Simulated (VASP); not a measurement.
# TaAs (I4_1md) in VASP: further runs

The runs below take TaAs through single point, relaxation of cell and atoms, with BLYP, LDA, PBEsol.

All numbers are computed with VASP 6.6.1; they aren't measurements. Logs are shortened: lines on timing, memory, paths and dates and some standing lists are left out, and cuts for length are marked.

## 1. The cell of the first run

Symmetry: I4_1md, No. 109, tetragonal system. Conventional cell: a = 3.505 Å, b = 3.505 Å, c = 12.001 Å, α = 90.00°, β = 90.00°, γ = 90.00°. Within 3.6 Å of Ta (site symmetry 2mm) lie 6 As at 2.66 to 2.67 Å and 8 Ta at 3.47 to 3.51 Å. As (site symmetry 2mm) has 6 Ta at 2.66 to 2.67 Å and 8 As at 3.47 to 3.51 Å within 3.6 Å.

## 2. Single point, BLYP

File INCAR:

```
AGGAC = 1.0
AGGAX = 1.0
ALDAC = 0.0
ALDAX = 1.0
ALGO = Normal
EDIFF = 1E-6
ENCUT = 510
GGA = B5
GGA_COMPAT = False
ISIF = 2
ISMEAR = -1
LASPH = True
LCHARG = False
LREAL = False
LWAVE = False
NBANDS = 36
NELM = 120
PREC = Accurate
SIGMA = 0.05
```

File KPOINTS:

```
k-points
0
Gamma
  11 11 11
```

File POSCAR:

```
TaAs
1.0
   -1.7527097549      1.7527097549      6.0002520103
    1.7527097549     -1.7527097549      6.0002520103
    1.7527097549      1.7527097549     -6.0002520103
Ta As
2 2
Direct
    0.4998593912      0.4998593912      0.0000000000
    0.2498593912      0.7498593912      0.5000000000
    0.0827400288      0.0827400288      0.0000000000
    0.8327400288      0.3327400288      0.5000000000
```

Potentials or basis: VASP PAW PBE potentials, release 64 (Ta_sv_GW, As_d).

Command:

```
$ cat potpaw_PBE.64/Ta_sv_GW/POTCAR potpaw_PBE.64/As_d/POTCAR > POTCAR
$ mpirun -np 1 vasp_std > vasp.out
```

OUTCAR:

```text
EDIFF = 1E-6
   ENCUT = 510
   GGA = B5
   ISIF = 2
   ISMEAR = -1
   LASPH = True
   LREAL = False
   NELM = 120
   PREC = Accurate

 ion  position               nearest neighbor table
   1  0.500  0.500  0.000-   4 2.66   4 2.66   3 2.67   3 2.67   3 2.67   3 2.67
   2  0.250  0.750  0.500-   3 2.66   3 2.66   4 2.67   4 2.67   4 2.67   4 2.67
   3  0.083  0.083  0.000-   2 2.66   2 2.66   1 2.67   1 2.67   1 2.67   1 2.67
   4  0.833  0.333  0.500-   1 2.66   1 2.66   2 2.67   2 2.67   2 2.67   2 2.67

  LATTYP: Found a body centered tetragonal cell.
 ALAT       =     3.5054195098
 C/A-ratio  =     3.4234145120

  Lattice vectors:

 A1 = (  -1.7527097549,   1.7527097549,   6.0002520103)
 A2 = (   1.7527097549,  -1.7527097549,   6.0002520103)
 A3 = (   1.7527097549,   1.7527097549,  -6.0002520103)

Analysis of symmetry for initial positions (statically):
=====================================================================
 Subroutine PRICEL returns:
 Original cell was already a primitive cell.

 Routine SETGRP: Setting up the symmetry group for a
 body centered tetragonal supercell.

 Subroutine GETGRP returns: Found  8 space group operations
 (whereof  4 operations were pure point group operations)
 out of a pool of 16 trial point group operations.

The static configuration has the point symmetry C_2v.
 The point group associated with its full space group is C_4v.

Analysis of symmetry for dynamics (positions and initial velocities):
=====================================================================
 Subroutine PRICEL returns:
 Original cell was already a primitive cell.

 Routine SETGRP: Setting up the symmetry group for a
 body centered tetragonal supercell.

 Subroutine GETGRP returns: Found  8 space group operations
 (whereof  4 operations were pure point group operations)
 out of a pool of 16 trial point group operations.

The dynamic configuration has the point symmetry C_2v.
 The point group associated with its full space group is C_4v.

 Subroutine INISYM returns: Found  8 space group operations
 (whereof  4 operations are pure point group operations),
 and found     1 'primitive' translations

----------------------------------------------------------------------------------------

                                     Primitive cell

  volume of cell :      73.7309

  direct lattice vectors                    reciprocal lattice vectors
    -1.752709755  1.752709755  6.000252010     0.000000000  0.285272561  0.083329833
     1.752709755 -1.752709755  6.000252010     0.285272561  0.000000000  0.083329833
     1.752709755  1.752709755 -6.000252010     0.285272561  0.285272561  0.000000000

  length of vectors
     6.492072640  6.492072640  6.492072640     0.297194036  0.297194036  0.403436324

  position of ions in fractional coordinates (direct lattice)
     0.499859391  0.499859391  0.000000000
     0.249859391  0.749859391  0.500000000
     0.082740029  0.082740029  0.000000000
     0.832740029  0.332740029  0.500000000

  ion indices of the primitive-cell ions
   primitive index   ion index
                 1           1
                 2           2
                 3           3
                 4           4

----------------------------------------------------------------------------------------

 KPOINTS: k-points

Automatic generation of k-mesh.
 Grid dimensions read from file:
 generate k-points for:   11   11   11

 Generating k-lattice:

  Cartesian coordinates                     Fractional coordinates (reciprocal lattice)
     0.000000000  0.025933869  0.007575439     0.090909091 -0.000000000  0.000000000
     0.025933869  0.000000000  0.007575439    -0.000000000  0.090909091  0.000000000
     0.025933869  0.025933869  0.000000000     0.000000000  0.000000000  0.090909091

  Length of vectors
     0.027017640  0.027017640  0.036676029

  Shift w.r.t. Gamma in fractional coordinates (k-lattice)
     0.000000000  0.000000000  0.000000000

 Subroutine IBZKPT returns following result:
 ===========================================

 Found    126 irreducible k-points:

 Following reciprocal coordinates:
            Coordinates               Weight
  0.000000  0.000000  0.000000      1.000000
  0.090909  0.000000  0.000000      8.000000
  0.181818  0.000000  0.000000      8.000000
  0.272727 -0.000000  0.000000      8.000000
  0.363636  0.000000 -0.000000      8.000000
  0.454545  0.000000 -0.000000      8.000000
[... 16 lines left out ...]
 -0.272727  0.181818 -0.000000     16.000000
 -0.181818  0.181818  0.000000      4.000000
 [... further k-points ...]
   k-points           NKPTS =    126   k-points in BZ     NKDIM =    126   number of bands    NBANDS=     36
   number of dos      NEDOS =    301   number of ions     NIONS =      4
   total plane-waves  NPLWV = 110592
   dimension x,y,z NGX =    48 NGY =   48 NGZ =   48
   dimension x,y,z NGXF=    96 NGYF=   96 NGZF=   96
   ions per type =               2   2
   NGX,Y,Z   is equivalent  to a cutoff of  12.29, 12.29, 12.29 a.u.
   NGXF,Y,Z  is equivalent  to a cutoff of  24.58, 24.58, 24.58 a.u.
 SYSTEM =  unknown system
   PREC   = accura    normal or accurate (medium, high low for compatibility)
   ISTART =      0    job   : 0-new  1-cont  2-samecut
   ICHARG =      2    charge: 1-file 2-atom 10-const
   ISPIN  =      1    spin polarized calculation?
   LNONCOLLINEAR =      F non collinear calculations
   LSORBIT =      F    spin-orbit coupling
   LASPH  =      T    aspherical Exc in radial PAW
   ENCUT  =  510.0 eV  37.48 Ry    6.12 a.u.  11.95 11.95 11.95*2*pi/ulx,y,z
   NELM   =    120;   NELMIN=  2; NELMDL= -5     # of ELM steps
   EDIFF  = 0.1E-05   stopping-criterion for ELM
   LREAL  =      F    real-space projection
   EDIFFG = 0.1E-04   stopping-criterion for IOM
   NSW    =      0    number of steps for IOM
   IBRION =     -1    ionic relax: 0-MD 1-quasi-New 2-CG
   NFREE  =      0    steps in history (QN), initial steepest desc. (CG)
   ISIF   =      2    stress and relaxation
   ISYM   =      2    0-nonsym 1-usesym 2-fastsym
   POTIM  = 0.5000    time-step for ionic-motion
   TEBEG  =    0.0;   TEEND  =   0.0 temperature during run
   PSTRESS=    0.0 pullay stress
   NELECT =      56.0000    total number of electrons
   NUPDOWN=      -1.0000    fix difference up-down
   EMIN   =  10.00;   EMAX   =-10.00  energy-range for DOS
   EFERMI =   0.00;   METHOD = LEGACY
   ISMEAR =    -1;   SIGMA  =   0.05  broadening in eV -4-tet -1-fermi 0-gaus
   EFERMI_NEDOS =   21; number of points for ismear=-14 and -15
   IALGO  =     38    algorithm
   IMIX   =      4    mixing-type and parameters
     AMIX     =   0.40;   BMIX     =  1.00
     AMIX_MAG =   1.60;   BMIX_MAG =  1.00
  volume/ion in A,a.u.               =      18.43       124.39
  Fermi-wavevector in a.u.,A,eV,Ry     =   1.493669  2.822625 30.355235  2.231047
  Thomas-Fermi vector in A             =   2.606040
   LORBIT       =      0    0 simple, 1 ext, 2 COOP (PROOUT), +10 PAW based schemes
   GGA     = B5    functional components
   LHFCALC =     F    Hartree Fock is set to
   AEXX    =    0.0000 exact exchange contribution
   IVDW    =     0    specifies the selected vdW correction
   LEPSILON=     F    determine dielectric tensor
   LRPA    =     F    only Hartree local field effects (RPA)
 non-spin polarized calculation
  energy-cutoff  :      510.00
  volume of cell :       73.73
 maximum number of plane-waves:      1962
   NGX = 23   NGY = 23   NGZ = 23

 number of electron      55.9999999 magnetization

 Free energy of the ion-electron system (eV)
  ---------------------------------------------------
  ext. energy  EPLUGINS =         0.00000000
  ---------------------------------------------------
  free energy    TOTEN  =       -35.28551639 eV

  energy without entropy =      -35.28051785  energy(sigma->0) =      -35.28301712

 E-fermi :   8.3891     XC(G=0): -11.5984

 val. band max:        8.3793636735   @ k =  -0.2727   0.4545   0.2727
 cond. band min:       8.3956713952   @ k =  -0.1818  -0.4545   0.1818
 fundamental gap:      0.0163077217
 Fermi energy:         8.3891109493

 k-point     1 :       0.0000    0.0000    0.0000
  band No.  band energies     occupation
      1     -59.8586      2.00000
      2     -59.8514      2.00000
      3     -27.1968      2.00000
      4     -27.1968      2.00000
      5     -27.1665      2.00000
      6     -27.1602      2.00000
[... 28 lines left out ...]
     35      12.1972      0.00000
     36      12.2074      0.00000

 k-point     2 :       0.0909    0.0000    0.0000
  band No.  band energies     occupation
      1     -59.8582      2.00000
      2     -59.8512      2.00000
      3     -27.1990      2.00000
      4     -27.1977      2.00000
      5     -27.1658      2.00000
      6     -27.1586      2.00000
[... 28 lines left out ...]
     35      11.8405      0.00000
     36      12.5518      0.00000

 k-point     3 :       0.1818    0.0000    0.0000
  band No.  band energies     occupation
      1     -59.8573      2.00000
      2     -59.8508      2.00000
      3     -27.2048      2.00000
      4     -27.1990      2.00000
      5     -27.1668      2.00000
      6     -27.1648      2.00000
[... 28 lines left out ...]
     35      12.2434      0.00000
     36      13.3147      0.00000

 k-point     4 :       0.2727   -0.0000    0.0000
  band No.  band energies     occupation
      1     -59.8559      2.00000
      2     -59.8504      2.00000
      3     -27.2120      2.00000
      4     -27.1983      2.00000
      5     -27.1770      2.00000
      6     -27.1655      2.00000
[... 28 lines left out ...]
     35      12.4696      0.00000
     36      14.1366      0.00000

 k-point     5 :       0.3636    0.0000   -0.0000
  band No.  band energies     occupation
      1     -59.8545      2.00000
      2     -59.8500      2.00000
      3     -27.2182      2.00000
      4     -27.1946      2.00000
      5     -27.1864      2.00000
      6     -27.1694      2.00000
[... 655 lines left out ...]
 k-point    22 :      -0.3636    0.1818    0.0000
  band No.  band energies     occupation
      1     -59.8535      2.00000
      2     -59.8491      2.00000
      3     -27.2227      2.00000
      4     -27.1925      2.00000
      5     -27.1859      2.00000
      6     -27.1774      2.00000
[... 28 lines left out ...]
     35      12.4129      0.00000
     36      14.1402      0.00000

 k-point    23 :      -0.2727    0.1818   -0.0000
  band No.  band energies     occupation
      1     -59.8549      2.00000
      2     -59.8495      2.00000
      3     -27.2161      2.00000
      4     -27.1943      2.00000
      5     -27.1800      2.00000
      6     -27.1740      2.00000
[... 28 lines left out ...]
     35      12.3517      0.00000
     36      13.7367      0.00000

 k-point    24 :      -0.1818    0.1818    0.0000
  band No.  band energies     occupation
      1     -59.8561      2.00000
      2     -59.8500      2.00000
      3     -27.2096      2.00000
      4     -27.1966      2.00000
      5     -27.1739      2.00000
      6     -27.1681      2.00000
[... 28 lines left out ...]
     35      11.9987      0.00000
     36      13.3228      0.00000

 [... further k-points ...]
[... 5 lines left out ...]
  --------------------------------------------------------------------------------------
  -------------------------------------------------------------------------------------
  Total        0.0792198      0.0792198      0.0544230      0.0000000      0.0000000      0.0000000
  in kB        1.7214519      1.7214519      1.1826164      0.0000000      0.0000000      0.0000000
  external PRESSURE =       1.5418400 kB  Pullay stress =       0.0000000 kB

 VOLUME and BASIS-vectors are now :
 -----------------------------------------------------------------------------
  energy-cutoff  :      510.00
  volume of cell :       73.73
      direct lattice vectors                 reciprocal lattice vectors
    -1.752709755  1.752709755  6.000252010     0.000000000  0.285272561  0.083329833
     1.752709755 -1.752709755  6.000252010     0.285272561  0.000000000  0.083329833
     1.752709755  1.752709755 -6.000252010     0.285272561  0.285272561  0.000000000

 POSITION                                       TOTAL-FORCE (eV/Angst)
 -----------------------------------------------------------------------------------
      0.00000      0.00000      5.99856         0.000000      0.000000      0.001870
      1.75271     -0.00000      2.99844        -0.000000     -0.000000      0.001870
      0.00000      0.00000      0.99292         0.000000      0.000000     -0.001870
      0.00000      1.75271      3.99305        -0.000000     -0.000000     -0.001870
 -----------------------------------------------------------------------------------
    total drift:                               -0.000001     -0.000001     -0.001362

  FREE ENERGIE OF THE ION-ELECTRON SYSTEM (eV)
  ---------------------------------------------------
  free  energy   TOTEN  =       -35.2855163949 eV

  energy  without entropy=      -35.2805178485  energy(sigma->0) =      -35.28301712
```

It took 14 min on 1 thread of Intel Xeon Platinum 8375C at 2.90GHz (Ice Lake), shared host; peak memory 0.52 GiB.

What came out:

```yaml
Free_energy: -35.2855 eV
Pressure: 0.2 GPa
Band_gap_on_the_k_mesh: zero (bands 28 and 29 overlap by 0.03 eV)
```

Caveat: the PAW data sets were made with another functional, which shifts forces and pressure a little; spin-orbit coupling is left out, which moves the levels of the heavy elements.

## 3. Relaxation of cell and atoms, LDA

This run uses another cell than the first one, of 17.40 Å³/atom.

File INCAR:

```
SYSTEM = TaAs
ALGO = Normal
EDIFF = 1E-6
EDIFFG = -0.01
ENCUT = 600
GGA = CA
IBRION = 2
ISIF = 3
ISMEAR = -1
LASPH = .TRUE.
LCHARG = .FALSE.
LREAL = .FALSE.
LWAVE = .FALSE.
NELM = 100
NSW = 60
PREC = Accurate
SIGMA = 0.05
```

File KPOINTS:

```
k-points
0
G
  11 11 11
  0 0 0
```

File POSCAR:

```
TaAs
1.0
   -1.7218133622      1.7218133622      5.8679415361
    1.7218133622     -1.7218133622      5.8679415361
    1.7218133622      1.7218133622     -5.8679415361
Ta As
2 2
Direct
    0.4999673000      0.4999673000      0.0000000000
    0.2499673000      0.7499673000      0.5000000000
    0.0826321200      0.0826321200      0.0000000000
    0.8326321200      0.3326321200      0.5000000000
```

Potentials or basis: VASP PAW LDA potentials, release 64 (Ta_pv, As).

Command:

```
$ cat potpaw_LDA.64/Ta_pv/POTCAR potpaw_LDA.64/As/POTCAR > POTCAR
$ mpirun -np 1 vasp_std > vasp.out
```

Wall time 28 min (1 thread of AMD EPYC 9R45 (Zen 5), shared host); peak memory 0.42 GiB.

It converged, with:

```yaml
Free_energy: -38.9542 eV
Relaxed_volume: 16.78 Å³/atom
Relaxed_cell: a = 6.251 Å, b = 6.251 Å, c = 6.251 Å, α = 148.32°, β = 148.32°, γ = 45.41°
Space_group_after_relaxing_to_0.1_Å: I4_1md (No. 109)
Energy_gained_by_relaxing: 13.2 meV/atom
Ionic_steps: 11
Pressure_after_relaxing: 0.0 GPa
Band_gap_on_the_k_mesh: zero (bands 16 and 17 overlap by 0.02 eV)
```

Step by step:
| step | energy change (eV) | largest force (eV/Å) | pressure (GPa) | volume (Å³) |
| --- | --- | --- | --- | --- |
| 1 | 0.0000 | 0.0219 | -6.57 | 69.59 |
| 2 | 0.1658 | 0.0630 | 16.37 | 62.65 |
| 3 | -0.0510 | 0.0342 | -0.16 | 67.23 |
| 4 | -0.0510 | 0.0344 | -0.04 | 67.18 |
| 5 | -0.0510 | 0.0347 | 0.11 | 67.13 |
| 6 | -0.0523 | 0.0373 | 0.14 | 67.09 |
| 7 | -0.0525 | 0.0387 | 0.15 | 67.07 |
| 8 | -0.0525 | 0.0118 | -0.29 | 67.21 |
| 9 | -0.0526 | 0.0105 | -0.11 | 67.15 |
| 10 | -0.0526 | 0.0126 | 0.08 | 67.09 |
| 11 | -0.0526 | 0.0001 | 0.01 | 67.12 |

Final structure:
```xyz
4
Lattice="-1.7059 1.7059 5.7662 1.7059 -1.7059 5.7662 1.7059 1.7059 -5.7662" Properties=species:S:1:pos:R:3 pbc="T T T"
Ta    0.0000    0.0000    5.7700
Ta    1.7059    0.0000    2.8869
As    0.0000    0.0000    0.9488
As    0.0000    1.7059    3.8319
```

Levels at points of the mesh, in eV from the Fermi level:
| k point | band 13 | band 14 | band 15 | band 16 | band 17 | band 18 | band 19 | band 20 |
| --- | --- | --- | --- | --- | --- | --- | --- | --- |
| (0.00, 0.00, 0.00) | -2.42 | -1.99 | -1.63 | -1.63 | 0.91 | 1.62 | 2.48 | 3.23 |

Caveat: spin-orbit coupling is left out, which moves the levels of the heavy elements.

## 4. Single point, PBEsol

This run uses another cell than the first one, of 17.40 Å³/atom.

File INCAR:

```
SYSTEM = TaAs
ALGO = Normal
EDIFF = 1E-7
ENCUT = 520
GGA = PS
ISIF = 2
ISMEAR = 0
LASPH = .TRUE.
LCHARG = .FALSE.
LREAL = .FALSE.
LWAVE = .FALSE.
NBANDS = 24
NELM = 100
PREC = Accurate
SIGMA = 0.05
```

KPOINTS is that of step 3.

POSCAR is that of step 3.

Potentials or basis: VASP PAW PBE potentials, release 64 (Ta_pv, As).

Command:

```
$ cat potpaw_PBE.64/Ta_pv/POTCAR potpaw_PBE.64/As/POTCAR > POTCAR
$ mpirun -np 1 vasp_std > vasp.out
```

Wall time 6 min (1 thread of Intel Xeon Platinum 8259CL at 2.50GHz (Skylake/Cascade Lake), shared host); peak memory 0.44 GiB.

Results (log left out):

- Free energy: -37.7126 eV
- Pressure: -3.2 GPa
- Largest force: 0.025 eV/Å
- Band gap on the k mesh: 0.01 eV (least direct gap 0.04 eV)

Forces on the atoms (eV/Å):
```
Ta   0.000  0.000  0.025
Ta   0.000  0.000  0.025
As   0.000  0.000 -0.025
As   0.000  0.000 -0.025
```

Stress tensor (GPa, compression positive):
```
-2.99  0.00  0.00
 0.00 -2.99  0.00
 0.00  0.00 -3.72
```

Levels at points of the mesh, in eV from the valence-band top:
```csv
k point,band 12,band 13,band 14,band 15,band 16,band 17,band 18,band 19,band 20,band 21
"(0.00, 0.00, 0.00)",-2.47,-2.37,-1.97,-1.63,-1.63,0.90,1.56,2.30,3.10,3.10
```

Caveat: the cell stands under tension; the smearing spreads over this small gap; the PAW data sets were made with another functional, which shifts forces and pressure a little; spin-orbit coupling is left out, which moves the levels of the heavy elements. A k mesh can miss the band edges.

## 5. Summary

| task | level | potentials or basis | cell | cutoff (eV) | smearing | gap on the mesh (eV) | pressure (GPa) |
| --- | --- | --- | --- | --- | --- | --- | --- |
| single point | BLYP | VASP PAW PBE potentials, release 64 (Ta_sv_GW, As_d) | a = 6.492 Å, angles 148.7, 148.7, 44.9°, 4 atoms, atomic positions A | 510 | fermi-dirac 0.05 eV | none | 0.2 |
| relaxation of cell and atoms | LDA | VASP PAW LDA potentials, release 64 (Ta_pv, As) | relaxed from a = 6.353 Å, angles 148.6, 148.6, 45.1°, 4 atoms, atomic positions B | 600 | fermi-dirac 0.05 eV | none | 0.0 |
| single point | PBEsol | VASP PAW PBE potentials, release 64 (Ta_pv, As) | a = 6.353 Å, angles 148.6, 148.6, 45.1°, 4 atoms, atomic positions B | 520 | gaussian 0.05 eV | 0.01 | -3.2 |

Alike in all rows: no spin polarisation; k mesh 11 × 11 × 11.

Caveats: spin-orbit coupling is left out, which moves the levels of the heavy elements; the PAW data sets were made with another functional, which shifts forces and pressure a little (at least some runs); the cell stands under tension (at least some runs); the smearing spreads over this small gap (at least some runs).

Absolute energies hang on the potentials; compare differences alone.

The gap in the log of VASP goes by the Fermi energy; the results here count the filled bands.